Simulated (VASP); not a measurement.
Ta2H, 3 atoms in the cell. The structure is orthorhombic, space group C222 (No. 21). Conventional cell: a = 3.319 Å, b = 4.669 Å, c = 4.696 Å, α = 90.00°, β = 90.00°, γ = 90.00°. Ta (site symmetry 2) has 2 H at 1.89 Å within 2.5 Å. H (site symmetry 222) has 4 Ta at 1.89 Å within 2.5 Å. 

| Property | Result |
| --- | --- |
| Program | VASP 6.6.1 |
| Task | relaxation of cell and atoms |
| Functional | PBEsol |
| Potentials or basis | VASP PAW PBE potentials, release 64 (Ta_pv, H) |
| Cutoff | 600 eV |
| k mesh | 16 × 16 × 10 |
| Occupations | gaussian, width 0.1 eV |
| Spin | no spin polarisation |
| Target pressure | 10 GPa |
| Dipole correction | no |
| Further INCAR settings | ALGO = Normal; EDIFF = 1e-06; IBRION = 2; EDIFFG = -0.008; NSW = 70; ISIF = 3 |

Potentials or basis: VASP PAW PBE potentials, release 64 (Ta_pv, H).

Command:

```sh
$ cat potpaw_PBE.64/Ta_pv/POTCAR potpaw_PBE.64/H/POTCAR > POTCAR
$ mpirun -np 1 vasp_std > vasp.out
```

Hardware: 1 thread of Intel(R) Xeon(R) Platinum 8259CL CPU @ 2.50GHz (Skylake/Cascade Lake), with other jobs on the host.

Problem. Estimate the wall time of this run.

Solution. Run time: 8 min on 1 thread of Intel(R) Xeon(R) Platinum 8259CL CPU @ 2.50GHz (Skylake/Cascade Lake) (shared host), peak memory 0.4 GiB. Counts: scf iterations 31, k points 438, ion steps 5.
